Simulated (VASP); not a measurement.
# Bi (Pm-3m) in VASP: a series of runs

Runs on Bi. Level: r2SCAN. Tasks: single point, relaxation of cell and atoms.

Everything below comes from runs of VASP 6.6.1. Logs are shortened: lines on timing, memory, paths and dates and some standing lists are left out, and cuts for length are marked.

## Step 1: The cell of the first run

Symmetry: Pm-3m, No. 221, cubic system. The conventional cell has a = 3.256 Å, b = 3.256 Å, c = 3.256 Å, α = 90.00°, β = 90.00°, γ = 90.00°. Within 4.3 Å of Bi (site symmetry m-3m) lie 6 Bi at 3.26 Å.

## Step 2: Single point, r2SCAN

POSCAR reads:

```
Bi
1.0
    3.2555604670      0.0000000000      0.0000000000
    0.0000000000      3.2555604670      0.0000000000
    0.0000000000      0.0000000000      3.2555604670
Bi
1
Direct
    0.0000000000      0.0000000000      0.0000000000
```

INCAR.step1 reads:

```
PREC = Accurate
ENCUT = 550
ISMEAR = 0
SIGMA = 0.1
LREAL = F
LASPH = T
NELM = 120
NBANDS = 14
GGA = PE
ALGO = Normal
EDIFF = 1E-5
LWAVE = T
LCHARG = F
GGA_COMPAT = F
```

INCAR.step2 reads:

```
PREC = Accurate
ENCUT = 550
EDIFF = 1E-6
ISMEAR = 0
SIGMA = 0.1
LREAL = F
LASPH = T
NELM = 120
ALGO = Normal
ISIF = 2
LWAVE = F
LCHARG = F
METAGGA = R2SCAN
LMIXTAU = T
NBANDS = 14
ISTART = 1
GGA_COMPAT = F
```

KPOINTS reads:

```
Automatic mesh
0
Gamma
  12 12 12
```

Potentials or basis: VASP PAW PBE potentials, release 64 (Bi_d).

The run is started by

```bash
$ cat potpaw_PBE.64/Bi_d/POTCAR > POTCAR
$ cp INCAR.step1 INCAR
$ mpirun -np 1 vasp_std > vasp.out
$ cp INCAR.step2 INCAR
$ mpirun -np 1 vasp_std > vasp.out
```

OUTCAR:

```text
PREC = Accurate
   ENCUT = 550
   EDIFF = 1E-6
   ISMEAR = 0
   LREAL = F
   LASPH = T
   NELM = 120
   ISIF = 2
   METAGGA = R2SCAN
   ISTART = 1

 ion  position               nearest neighbor table
   1  0.000  0.000  0.000-

  LATTYP: Found a simple cubic cell.
 ALAT       =     3.2555604670

  Lattice vectors:

 A1 = (   3.2555604670,   0.0000000000,   0.0000000000)
 A2 = (   0.0000000000,   3.2555604670,   0.0000000000)
 A3 = (   0.0000000000,   0.0000000000,   3.2555604670)

Analysis of symmetry for initial positions (statically):
=====================================================================
 Subroutine PRICEL returns:
 Original cell was already a primitive cell.

 Routine SETGRP: Setting up the symmetry group for a
 simple cubic supercell.

 Subroutine GETGRP returns: Found 48 space group operations
 (whereof 48 operations were pure point group operations)
 out of a pool of 48 trial point group operations.

The static configuration has the point symmetry O_h .

Analysis of symmetry for dynamics (positions and initial velocities):
=====================================================================
 Subroutine PRICEL returns:
 Original cell was already a primitive cell.

 Routine SETGRP: Setting up the symmetry group for a
 simple cubic supercell.

 Subroutine GETGRP returns: Found 48 space group operations
 (whereof 48 operations were pure point group operations)
 out of a pool of 48 trial point group operations.

The dynamic configuration has the point symmetry O_h .

 Subroutine INISYM returns: Found 48 space group operations
 (whereof 48 operations are pure point group operations),
 and found     1 'primitive' translations

----------------------------------------------------------------------------------------

                                     Primitive cell

  volume of cell :      34.5046

  direct lattice vectors                    reciprocal lattice vectors
     3.255560467  0.000000000  0.000000000     0.307166772  0.000000000  0.000000000
     0.000000000  3.255560467  0.000000000     0.000000000  0.307166772  0.000000000
     0.000000000  0.000000000  3.255560467     0.000000000  0.000000000  0.307166772

  length of vectors
     3.255560467  3.255560467  3.255560467     0.307166772  0.307166772  0.307166772

  position of ions in fractional coordinates (direct lattice)
     0.000000000  0.000000000  0.000000000

  ion indices of the primitive-cell ions
   primitive index   ion index
                 1           1

----------------------------------------------------------------------------------------

 KPOINTS: Automatic mesh

Automatic generation of k-mesh.
 Grid dimensions read from file:
 generate k-points for:   12   12   12

 Generating k-lattice:

  Cartesian coordinates                     Fractional coordinates (reciprocal lattice)
     0.025597231  0.000000000  0.000000000     0.083333333  0.000000000  0.000000000
     0.000000000  0.025597231  0.000000000     0.000000000  0.083333333  0.000000000
     0.000000000  0.000000000  0.025597231     0.000000000  0.000000000  0.083333333

  Length of vectors
     0.025597231  0.025597231  0.025597231

  Shift w.r.t. Gamma in fractional coordinates (k-lattice)
     0.000000000  0.000000000  0.000000000

 Subroutine IBZKPT returns following result:
 ===========================================

 Found     84 irreducible k-points:

 Following reciprocal coordinates:
            Coordinates               Weight
  0.000000  0.000000  0.000000      1.000000
  0.083333  0.000000  0.000000      6.000000
  0.166667  0.000000  0.000000      6.000000
  0.250000  0.000000  0.000000      6.000000
  0.333333  0.000000  0.000000      6.000000
  0.416667  0.000000  0.000000      6.000000
[... 16 lines left out ...]
  0.333333  0.333333  0.000000     12.000000
  0.416667  0.333333  0.000000     24.000000
 [... further k-points ...]
   k-points           NKPTS =     84   k-points in BZ     NKDIM =     84   number of bands    NBANDS=     14
   number of dos      NEDOS =    301   number of ions     NIONS =      1
   total plane-waves  NPLWV =  21952
   dimension x,y,z NGX =    28 NGY =   28 NGZ =   28
   dimension x,y,z NGXF=    56 NGYF=   56 NGZF=   56
   ions per type =               1
   NGX,Y,Z   is equivalent  to a cutoff of  14.30, 14.30, 14.30 a.u.
   NGXF,Y,Z  is equivalent  to a cutoff of  28.60, 28.60, 28.60 a.u.
 SYSTEM =  unknown system
   PREC   = accura    normal or accurate (medium, high low for compatibility)
   ISTART =      1    job   : 0-new  1-cont  2-samecut
   ICHARG =      0    charge: 1-file 2-atom 10-const
   ISPIN  =      1    spin polarized calculation?
   LNONCOLLINEAR =      F non collinear calculations
   LSORBIT =      F    spin-orbit coupling
   LASPH  =      T    aspherical Exc in radial PAW
   ENCUT  =  550.0 eV  40.42 Ry    6.36 a.u.   6.23  6.23  6.23*2*pi/ulx,y,z
   NELM   =    120;   NELMIN=  2; NELMDL=  0     # of ELM steps
   EDIFF  = 0.1E-05   stopping-criterion for ELM
   LREAL  =      F    real-space projection
   EDIFFG = 0.1E-04   stopping-criterion for IOM
   NSW    =      0    number of steps for IOM
   IBRION =     -1    ionic relax: 0-MD 1-quasi-New 2-CG
   NFREE  =      0    steps in history (QN), initial steepest desc. (CG)
   ISIF   =      2    stress and relaxation
   ISYM   =      2    0-nonsym 1-usesym 2-fastsym
   POTIM  = 0.5000    time-step for ionic-motion
   TEBEG  =    0.0;   TEEND  =   0.0 temperature during run
   PSTRESS=    0.0 pullay stress
   NELECT =      15.0000    total number of electrons
   NUPDOWN=      -1.0000    fix difference up-down
   EMIN   =  10.00;   EMAX   =-10.00  energy-range for DOS
   EFERMI =   0.00;   METHOD = LEGACY
   ISMEAR =     0;   SIGMA  =   0.10  broadening in eV -4-tet -1-fermi 0-gaus
   EFERMI_NEDOS =   21; number of points for ismear=-14 and -15
   IALGO  =     38    algorithm
   IMIX   =      4    mixing-type and parameters
     AMIX     =   0.40;   BMIX     =  1.00
     AMIX_MAG =   1.60;   BMIX_MAG =  1.00
  volume/ion in A,a.u.               =      34.50       232.85
  Fermi-wavevector in a.u.,A,eV,Ry     =   1.240165  2.343572 20.925887  1.538009
  Thomas-Fermi vector in A             =   2.374617
   LORBIT       =      0    0 simple, 1 ext, 2 COOP (PROOUT), +10 PAW based schemes
   METAGGA = R2SCAN    functional components
   LHFCALC =     F    Hartree Fock is set to
   AEXX    =    0.0000 exact exchange contribution
   IVDW    =     0    specifies the selected vdW correction
   LEPSILON=     F    determine dielectric tensor
   LRPA    =     F    only Hartree local field effects (RPA)
 non-spin polarized calculation
 Gauss-broadening in eV      SIGMA  =   0.10
  energy-cutoff  :      550.00
  volume of cell :       34.50
 maximum number of plane-waves:      1064
 NGX is ok and might be reduce to    28
   NGX = 13   NGY = 13   NGZ = 13

 number of electron      14.9999996 magnetization

 Free energy of the ion-electron system (eV)
  ---------------------------------------------------
  ext. energy  EPLUGINS =         0.00000000
  ---------------------------------------------------
  free energy    TOTEN  =       -58.42741337 eV

  energy without entropy =      -58.42449097  energy(sigma->0) =      -58.42595217

 E-fermi :   6.4926     XC(G=0): -10.3626

 val. band max:        6.3987900535   @ k =   0.4167   0.2500   0.0000
 cond. band min:       6.4951531363   @ k =   0.4167   0.2500   0.0833
 fundamental gap:      0.0963630828
 Fermi energy:         6.4925572654

 k-point     1 :       0.0000    0.0000    0.0000
  band No.  band energies     occupation
      1     -17.2153      2.00000
      2     -17.2153      2.00000
      3     -16.8631      2.00000
      4     -16.8631      2.00000
      5     -16.8631      2.00000
      6      -7.2338      2.00000
      7       9.7377      0.00000
      8       9.7377      0.00000
      9       9.7377      0.00000
     10      13.4585      0.00000
     11      14.6756      0.00000
     12      14.6756      0.00000
     13      24.3500      0.00000
     14      24.3500      0.00000

 k-point     2 :       0.0833    0.0000    0.0000
  band No.  band energies     occupation
      1     -17.2143      2.00000
      2     -17.1957      2.00000
      3     -16.8692      2.00000
      4     -16.8692      2.00000
      5     -16.8626      2.00000
      6      -7.1429      2.00000
      7       8.5755      0.00000
      8       9.8390      0.00000
      9       9.8390      0.00000
     10      13.8244      0.00000
     11      14.7483      0.00000
     12      15.7209      0.00000
     13      23.6707      0.00000
     14      24.1043      0.00000

 k-point     3 :       0.1667    0.0000    0.0000
  band No.  band energies     occupation
      1     -17.2116      2.00000
      2     -17.1422      2.00000
      3     -16.8859      2.00000
      4     -16.8859      2.00000
      5     -16.8612      2.00000
      6      -6.8756      2.00000
      7       6.5692      0.27852
      8      10.1305      0.00000
      9      10.1305      0.00000
     10      14.1672      0.00000
     11      14.9672      0.00000
     12      18.1331      0.00000
     13      22.3205      0.00000
     14      23.1017      0.00000
[... 324 lines left out ...]
 k-point    23 :       0.3333    0.3333    0.0000
  band No.  band energies     occupation
      1     -17.0972      2.00000
      2     -17.0138      2.00000
      3     -16.9250      2.00000
      4     -16.9239      2.00000
      5     -16.8620      2.00000
      6      -4.6397      2.00000
      7       4.1881      2.00000
      8       4.2510      2.00000
      9      12.2766      0.00000
     10      12.4755      0.00000
     11      16.8116      0.00000
     12      20.0912      0.00000
     13      21.2361      0.00000
     14      21.8158      0.00000

 k-point    24 :       0.4167    0.3333    0.0000
  band No.  band energies     occupation
      1     -17.0854      2.00000
      2     -17.0337      2.00000
      3     -16.9406      2.00000
      4     -16.9228      2.00000
      5     -16.8146      2.00000
      6      -4.1556      2.00000
      7       2.9975      2.00000
      8       4.6719      2.00000
      9      11.2665      0.00000
     10      12.9297      0.00000
     11      17.4997      0.00000
     12      19.3262      0.00000
     13      20.6641      0.00000
     14      21.8549      0.00000

 [... further k-points ...]
[... 5 lines left out ...]
  --------------------------------------------------------------------------------------
  -------------------------------------------------------------------------------------
  Total       -0.0089604     -0.0089604     -0.0089604     -0.0000000     -0.0000000      0.0000000
  in kB       -0.4160656     -0.4160656     -0.4160656     -0.0000000     -0.0000000      0.0000000
  external PRESSURE =      -0.4160656 kB  Pullay stress =       0.0000000 kB

 VOLUME and BASIS-vectors are now :
 -----------------------------------------------------------------------------
  energy-cutoff  :      550.00
  volume of cell :       34.50
      direct lattice vectors                 reciprocal lattice vectors
     3.255560467  0.000000000  0.000000000     0.307166772  0.000000000  0.000000000
     0.000000000  3.255560467  0.000000000     0.000000000  0.307166772  0.000000000
     0.000000000  0.000000000  3.255560467     0.000000000  0.000000000  0.307166772

 POSITION                                       TOTAL-FORCE (eV/Angst)
 -----------------------------------------------------------------------------------
      0.00000      0.00000      0.00000         0.000000      0.000000      0.000000
 -----------------------------------------------------------------------------------
    total drift:                               -0.000000     -0.000000     -0.000000

  FREE ENERGIE OF THE ION-ELECTRON SYSTEM (eV)
  ---------------------------------------------------
  free  energy   TOTEN  =       -58.4274133719 eV

  energy  without entropy=      -58.4244909676  energy(sigma->0) =      -58.42595217
```

Wall time 60 s (1 thread of Intel Xeon 6975P-C (Granite Rapids), shared host); peak memory 0.19 GiB.

Results:

```
Free energy : -58.4274 eV
Pressure    : 0.0 GPa
```

Levels at points of the mesh, in eV from the Fermi level:
| k point | band 3 | band 4 | band 5 | band 6 | band 7 | band 8 | band 9 | band 10 | band 11 | band 12 |
| --- | --- | --- | --- | --- | --- | --- | --- | --- | --- | --- |
| (0.00, 0.00, 0.00) | -23.36 | -23.36 | -23.36 | -13.73 | 3.25 | 3.25 | 3.25 | 6.97 | 8.18 | 8.18 |
| (0.50, 0.00, 0.00) | -23.45 | -23.42 | -23.35 | -11.73 | -5.22 | 5.20 | 5.20 | 10.30 | 10.65 | 10.69 |
| (0.50, 0.50, 0.00) | -23.44 | -23.44 | -23.23 | -9.73 | -3.35 | -3.35 | 3.06 | 7.26 | 12.72 | 12.72 |
| (0.50, 0.50, 0.50) | -23.55 | -23.22 | -23.22 | -7.66 | -1.57 | -1.57 | -1.57 | 5.76 | 5.76 | 5.76 |

Caveat: the PAW data sets were made with another functional, which shifts forces and pressure a little; spin-orbit coupling is left out, which moves the levels of the heavy elements.

[end of part 1 of 2]
